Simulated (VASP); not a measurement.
W, 6 atoms in the cell. The cell holds a slab with vacuum, 6 atoms: a = 3.183 Å, b = 3.183 Å, c = 23.959 Å, α = 90.00°, β = 90.00°, γ = 90.00°. 

```yaml
Program: VASP 6.6.1
Task: single point
Functional: PBE
Potentials_or_basis: VASP PAW PBE potentials, release 64 (W_sv)
Cutoff: 520 eV
k_mesh: 16 × 16 × 1
Occupations: fermi-dirac, width 0.08 eV
Spin: no spin polarisation
Dipole_correction: yes
Further_INCAR_settings: ALGO = Normal; EDIFF = 1e-07; NBANDS = 51
```

Potentials or basis: VASP PAW PBE potentials, release 64 (W_sv).

Run with:

```sh
$ cat potpaw_PBE.64/W_sv/POTCAR > POTCAR
$ mpirun -np 1 vasp_std > vasp.out
```

Hardware: 1 thread of Intel(R) Xeon(R) 6975P-C (Granite Rapids), with other jobs on the host.

Task: How long does it take, and how much memory?

Result: Wall time 8 min on 1 thread of Intel(R) Xeon(R) 6975P-C (Granite Rapids) (shared host), peak memory 0.54 GiB. Counts: scf iterations 28, k points 45.
